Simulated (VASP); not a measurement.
# Nb (P6_3/mmc) in VASP: further runs

Runs on Nb. Level: PBEsol. Tasks: single point, relaxation of cell and atoms.

Program: VASP 6.6.1. These are calculated values, not measurements. Logs are shortened: lines on timing, memory, paths and dates and some standing lists are left out, and cuts for length are marked.

## Step 1: The cell of the first run

The structure is hexagonal, space group P6_3/mmc (No. 194). The conventional cell has a = 2.818 Å, b = 2.818 Å, c = 10.494 Å, α = 90.00°, β = 90.00°, γ = 120.00°. Nb (site symmetry -3m) has 12 Nb at 2.82 to 3.09 Å within 3.7 Å. Within 3.7 Å of Nb (site symmetry -6m2) lie 12 Nb at 2.82 to 3.09 Å.

## Step 2: Single point, PBEsol

INCAR

```
SYSTEM = Nb
PREC = Accurate ; ENCUT = 520
EDIFF = 1E-6 ; ISMEAR = 0
SIGMA = 0.1 ; LREAL = .False.
LASPH = .True. ; NELM = 60
ALGO = Normal ; ISIF = 2
LWAVE = .False. ; LCHARG = .False.
GGA = PS ; NBANDS = 34
```

KPOINTS

```
regular mesh
0
Gamma
  9 9 2
  0 0 0
```

POSCAR

```
Nb
1.0
    2.8184813990      0.0000000000      0.0000000000
   -1.4092406995      2.4408764916      0.0000000000
    0.0000000000      0.0000000000     10.4941937683
Nb
4
Direct
    0.0000000000      0.0000000000      0.0000000000
    0.0000000000      0.0000000000      0.5000000000
    0.3333333333      0.6666666667      0.7500000000
    0.6666666667      0.3333333333      0.2500000000
```

Potentials or basis: VASP PAW PBE potentials, release 64 (Nb_sv).

On the command line:

```bash
cat potpaw_PBE.64/Nb_sv/POTCAR > POTCAR
mpirun -np 1 vasp_std > vasp.out
```

OUTCAR:

```text
SYSTEM = Nb
   PREC = Accurate
   ENCUT = 520
   EDIFF = 1E-6
   ISMEAR = 0
   LREAL = .False.
   LASPH = .True.
   NELM = 60
   ISIF = 2
   GGA = PS

 ion  position               nearest neighbor table
   1  0.000  0.000  0.000-
   2  0.000  0.000  0.500-
   3  0.333  0.667  0.750-
   4  0.667  0.333  0.250-

  LATTYP: Found a hexagonal cell.
 ALAT       =     2.8184813990
 C/A-ratio  =     3.7233503730

  Lattice vectors:

 A1 = (   2.8184813990,   0.0000000000,   0.0000000000)
 A2 = (  -1.4092406995,   2.4408764916,   0.0000000000)
 A3 = (   0.0000000000,   0.0000000000,  10.4941937683)

Analysis of symmetry for initial positions (statically):
=====================================================================
 Subroutine PRICEL returns:
 Original cell was already a primitive cell.

 Routine SETGRP: Setting up the symmetry group for a
 hexagonal supercell.

 Subroutine GETGRP returns: Found 24 space group operations
 (whereof 12 operations were pure point group operations)
 out of a pool of 24 trial point group operations.

The static configuration has the point symmetry D_3d.
 The point group associated with its full space group is D_6h.

Analysis of symmetry for dynamics (positions and initial velocities):
=====================================================================
 Subroutine PRICEL returns:
 Original cell was already a primitive cell.

 Routine SETGRP: Setting up the symmetry group for a
 hexagonal supercell.

 Subroutine GETGRP returns: Found 24 space group operations
 (whereof 12 operations were pure point group operations)
 out of a pool of 24 trial point group operations.

The dynamic configuration has the point symmetry D_3d.
 The point group associated with its full space group is D_6h.

 Subroutine INISYM returns: Found 24 space group operations
 (whereof 12 operations are pure point group operations),
 and found     1 'primitive' translations

----------------------------------------------------------------------------------------

                                     Primitive cell

  volume of cell :      72.1955

  direct lattice vectors                    reciprocal lattice vectors
     2.818481399  0.000000000  0.000000000     0.354800993  0.204844449  0.000000000
    -1.409240699  2.440876492  0.000000000     0.000000000  0.409688898  0.000000000
     0.000000000  0.000000000 10.494193768     0.000000000  0.000000000  0.095290789

  length of vectors
     2.818481399  2.818481399 10.494193768     0.409688898  0.409688898  0.095290789

  position of ions in fractional coordinates (direct lattice)
     0.000000000  0.000000000  0.000000000
     0.000000000  0.000000000  0.500000000
     0.333333333  0.666666667  0.750000000
     0.666666667  0.333333333  0.250000000

  ion indices of the primitive-cell ions
   primitive index   ion index
                 1           1
                 2           2
                 3           3
                 4           4

----------------------------------------------------------------------------------------

 KPOINTS: regular mesh

Automatic generation of k-mesh.
 Grid dimensions read from file:
 generate k-points for:    9    9    2

 Generating k-lattice:

  Cartesian coordinates                     Fractional coordinates (reciprocal lattice)
     0.039422333  0.022760494  0.000000000     0.111111111  0.000000000  0.000000000
     0.000000000  0.045520989  0.000000000     0.000000000  0.111111111  0.000000000
     0.000000000  0.000000000  0.047645394     0.000000000  0.000000000  0.500000000

  Length of vectors
     0.045520989  0.045520989  0.047645394

  Shift w.r.t. Gamma in fractional coordinates (k-lattice)
     0.000000000  0.000000000  0.000000000

 Subroutine IBZKPT returns following result:
 ===========================================

 Found     24 irreducible k-points:

 Following reciprocal coordinates:
            Coordinates               Weight
  0.000000  0.000000  0.000000      1.000000
  0.111111  0.000000  0.000000      6.000000
  0.222222  0.000000  0.000000      6.000000
  0.333333  0.000000  0.000000      6.000000
  0.444444  0.000000  0.000000      6.000000
  0.111111  0.111111  0.000000      6.000000
[... 16 lines left out ...]
  0.333333  0.222222  0.500000     12.000000
  0.333333  0.333333  0.500000      2.000000
   k-points           NKPTS =     24   k-points in BZ     NKDIM =     24   number of bands    NBANDS=     34
   number of dos      NEDOS =    301   number of ions     NIONS =      4
   total plane-waves  NPLWV =  46080
   dimension x,y,z NGX =    24 NGY =   24 NGZ =   80
   dimension x,y,z NGXF=    48 NGYF=   48 NGZF=  160
   ions per type =               4
   NGX,Y,Z   is equivalent  to a cutoff of  14.16, 14.16, 12.67 a.u.
   NGXF,Y,Z  is equivalent  to a cutoff of  28.31, 28.31, 25.35 a.u.
 SYSTEM =  Nb
   PREC   = accura    normal or accurate (medium, high low for compatibility)
   ISTART =      0    job   : 0-new  1-cont  2-samecut
   ICHARG =      2    charge: 1-file 2-atom 10-const
   ISPIN  =      1    spin polarized calculation?
   LNONCOLLINEAR =      F non collinear calculations
   LSORBIT =      F    spin-orbit coupling
   LASPH  =      T    aspherical Exc in radial PAW
   ENCUT  =  520.0 eV  38.22 Ry    6.18 a.u.   5.24  5.24 19.51*2*pi/ulx,y,z
   NELM   =     60;   NELMIN=  2; NELMDL= -5     # of ELM steps
   EDIFF  = 0.1E-05   stopping-criterion for ELM
   LREAL  =      F    real-space projection
   EDIFFG = 0.1E-04   stopping-criterion for IOM
   NSW    =      0    number of steps for IOM
   IBRION =     -1    ionic relax: 0-MD 1-quasi-New 2-CG
   NFREE  =      0    steps in history (QN), initial steepest desc. (CG)
   ISIF   =      2    stress and relaxation
   ISYM   =      2    0-nonsym 1-usesym 2-fastsym
   POTIM  = 0.5000    time-step for ionic-motion
   TEBEG  =    0.0;   TEEND  =   0.0 temperature during run
   PSTRESS=    0.0 pullay stress
   NELECT =      52.0000    total number of electrons
   NUPDOWN=      -1.0000    fix difference up-down
   EMIN   =  10.00;   EMAX   =-10.00  energy-range for DOS
   EFERMI =   0.00;   METHOD = LEGACY
   ISMEAR =     0;   SIGMA  =   0.10  broadening in eV -4-tet -1-fermi 0-gaus
   EFERMI_NEDOS =   21; number of points for ismear=-14 and -15
   IALGO  =     38    algorithm
   IMIX   =      4    mixing-type and parameters
     AMIX     =   0.40;   BMIX     =  1.00
     AMIX_MAG =   1.60;   BMIX_MAG =  1.00
  volume/ion in A,a.u.               =      18.05       121.80
  Fermi-wavevector in a.u.,A,eV,Ry     =   1.467481  2.773138 29.300167  2.153502
  Thomas-Fermi vector in A             =   2.583094
   LORBIT       =      0    0 simple, 1 ext, 2 COOP (PROOUT), +10 PAW based schemes
   GGA     = PS    functional components
   LHFCALC =     F    Hartree Fock is set to
   AEXX    =    0.0000 exact exchange contribution
   IVDW    =     0    specifies the selected vdW correction
   LEPSILON=     F    determine dielectric tensor
   LRPA    =     F    only Hartree local field effects (RPA)
 non-spin polarized calculation
 Gauss-broadening in eV      SIGMA  =   0.10
  energy-cutoff  :      520.00
  volume of cell :       72.20
 maximum number of plane-waves:      1956
 NGX is ok and might be reduce to    24
   NGX = 11   NGY = 11   NGZ = 39

 number of electron      52.0000003 magnetization

 Free energy of the ion-electron system (eV)
  ---------------------------------------------------
  ext. energy  EPLUGINS =         0.00000000
  ---------------------------------------------------
  free energy    TOTEN  =       -42.61974099 eV

  energy without entropy =      -42.58987073  energy(sigma->0) =      -42.60480586

 E-fermi :  11.3901     XC(G=0): -12.5983

 val. band max:       11.3610104946   @ k =   0.1111   0.0000   0.5000
 cond. band min:      11.4003337104   @ k =   0.2222   0.2222   0.0000
 fundamental gap:      0.0393232158
 Fermi energy:        11.3900801996

 k-point     1 :       0.0000    0.0000    0.0000
  band No.  band energies     occupation
      1     -43.2503      2.00000
      2     -43.2015      2.00000
      3     -43.1627      2.00000
      4     -43.1129      2.00000
      5     -19.7914      2.00000
      6     -19.3375      2.00000
[... 26 lines left out ...]
     33      14.3175      0.00000
     34      14.3200      0.00000

 k-point     2 :       0.1111    0.0000    0.0000
  band No.  band energies     occupation
      1     -43.2186      2.00000
      2     -43.1730      2.00000
      3     -43.1342      2.00000
      4     -43.0876      2.00000
      5     -19.7379      2.00000
      6     -19.3185      2.00000
[... 26 lines left out ...]
     33      13.5795      0.00000
     34      13.9609      0.00000

 k-point     3 :       0.2222    0.0000    0.0000
  band No.  band energies     occupation
      1     -43.1364      2.00000
      2     -43.0999      2.00000
      3     -43.0609      2.00000
      4     -43.0239      2.00000
      5     -19.5943      2.00000
      6     -19.3309      2.00000
[... 26 lines left out ...]
     33      13.6022      0.00000
     34      13.6711      0.00000

 k-point     4 :       0.3333    0.0000    0.0000
  band No.  band energies     occupation
      1     -43.0387      2.00000
      2     -43.0155      2.00000
      3     -42.9763      2.00000
      4     -42.9528      2.00000
      5     -19.6858      2.00000
      6     -19.6767      2.00000
[... 26 lines left out ...]
     33      15.3368      0.00000
     34      15.3889      0.00000

 k-point     5 :       0.4444    0.0000    0.0000
  band No.  band energies     occupation
      1     -42.9708      2.00000
      2     -42.9595      2.00000
      3     -42.9202      2.00000
      4     -42.9089      2.00000
      5     -19.9939      2.00000
      6     -19.9690      2.00000
[... 621 lines left out ...]
 k-point    22 :       0.2222    0.2222    0.5000
  band No.  band energies     occupation
      1     -42.9872      2.00000
      2     -42.9872      2.00000
      3     -42.9296      2.00000
      4     -42.9296      2.00000
      5     -19.6636      2.00000
      6     -19.6636      2.00000
[... 26 lines left out ...]
     33      14.4216      0.00000
     34      14.4216      0.00000

 k-point    23 :       0.3333    0.2222    0.5000
  band No.  band energies     occupation
      1     -42.9377      2.00000
      2     -42.9377      2.00000
      3     -42.8930      2.00000
      4     -42.8930      2.00000
      5     -19.7890      2.00000
      6     -19.7890      2.00000
[... 26 lines left out ...]
     33      14.8547      0.00000
     34      14.8548      0.00000

 k-point    24 :       0.3333    0.3333    0.5000
  band No.  band energies     occupation
      1     -42.9202      2.00000
      2     -42.9202      2.00000
      3     -42.8807      2.00000
      4     -42.8807      2.00000
      5     -19.6142      2.00000
      6     -19.6142      2.00000
[... 26 lines left out ...]
     33      15.2455      0.00000
     34      15.5615      0.00000

------------------------ aborting loop because EDIFF is reached ----------------------------------------

  FORCE on cell =-STRESS in cart. coord.  units (eV):
  Direction    XX          YY          ZZ          XY          YZ          ZX
  --------------------------------------------------------------------------------------
  -------------------------------------------------------------------------------------
  Total       -0.1415317     -0.1415317     -0.2057201      0.0000000      0.0000000      0.0000000
  in kB       -3.1409000     -3.1409000     -4.5653824      0.0000000      0.0000000      0.0000000
  external PRESSURE =      -3.6157275 kB  Pullay stress =       0.0000000 kB

 VOLUME and BASIS-vectors are now :
 -----------------------------------------------------------------------------
  energy-cutoff  :      520.00
  volume of cell :       72.20
      direct lattice vectors                 reciprocal lattice vectors
     2.818481399  0.000000000  0.000000000     0.354800993  0.204844449  0.000000000
    -1.409240699  2.440876492  0.000000000     0.000000000  0.409688898  0.000000000
     0.000000000  0.000000000 10.494193768     0.000000000  0.000000000  0.095290789

 POSITION                                       TOTAL-FORCE (eV/Angst)
 -----------------------------------------------------------------------------------
      0.00000      0.00000      0.00000         0.000000      0.000000      0.000000
      0.00000      0.00000      5.24710         0.000000      0.000000      0.000000
     -0.00000      1.62725      7.87065        -0.000000      0.000000     -0.000000
      1.40924      0.81363      2.62355         0.000000      0.000000      0.000000
 -----------------------------------------------------------------------------------
    total drift:                                0.000000      0.000000     -0.000000

  FREE ENERGIE OF THE ION-ELECTRON SYSTEM (eV)
  ---------------------------------------------------
  free  energy   TOTEN  =       -42.6197409908 eV

  energy  without entropy=      -42.5898707289  energy(sigma->0) =      -42.60480586
```

Run time: 32 s. Hardware: 1 thread of Intel Xeon 6975P-C (Granite Rapids), shared host; peak memory 0.2 GiB.

Results:

```
Free energy            : -42.6197 eV
Pressure               : -0.4 GPa
Band gap on the k mesh : zero (band 26 reaches 12.26 eV, above the bottom of band 27 at 10.91 eV)
```

Stress tensor (GPa, compression positive):
```
-0.31  0.00  0.00
 0.00 -0.31  0.00
 0.00  0.00 -0.46
```

Caveat: the PAW data sets were made with another functional, which shifts forces and pressure a little.

(Continued in part 2 of 2.)
